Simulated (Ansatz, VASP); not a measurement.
Two plane-wave programs on Au

Contents of INCAR:

```
PREC = Accurate ; ENCUT = 500
EDIFF = 1E-6 ; ISMEAR = -1
SIGMA = 0.05 ; LREAL = F
LASPH = T ; NELM = 120
ALGO = Normal ; ISIF = 2
LWAVE = F ; LCHARG = F
GGA = PE ; NBANDS = 12
GGA_COMPAT = F
```

KPOINTS

```
Automatic mesh
0
Gamma
  10 10 10
```

The input POSCAR:

```
Au
1.0
    0.0000000000      2.0617793868      2.0617793868
    2.0617793868      0.0000000000      2.0617793868
    2.0617793868      2.0617793868      0.0000000000
Au
1
Direct
    0.0000000000      0.0000000000      0.0000000000
```

Input for Ansatz:

```yaml
crystal:
  lattice:
    - [0.0, 2.061779386774061, 2.061779386774061]
    - [2.061779386774061, 0.0, 2.061779386774061]
    - [2.061779386774061, 2.061779386774061, 0.0]
  atoms:
    - { symbol: Au, position: [0.0, 0.0, 0.0] }
basis:
  ecutwfc: 462.593566181796
kpoints:
  mp_grid:
    grid: [10, 10, 10]
hamiltonian:
  xc: pbe
scf:
  occupations:
    method: fermi_dirac
    width: 0.05
output:
  stress: true
```

Alike in both runs: task single point; functional PBE; k mesh 10 × 10 × 10; occupations fermi-dirac, width 0.05 eV; no spin polarisation.

|  | VASP | Ansatz |
| --- | --- | --- |
| version | VASP 6.6.1 | Ansatz 0.2.0 |
| potentials or method | VASP PAW PBE potentials, release 64 (Au), cutoff 500 eV | plane waves, PAW |
| valence electrons in the cell | 11 | 19 |

|  | VASP | Ansatz | Ansatz less VASP |
| --- | --- | --- | --- |
| pressure (GPa) | 4.0 | 4.2 | +0.24 |

With one functional, cell and mesh, what is left measures potentials, basis and numerics. VASP's potentials hold 11 valence electrons a cell and Ansatz's 19, so a difference there can come from the potentials and not from the codes.

Neither program's run includes spin-orbit coupling.
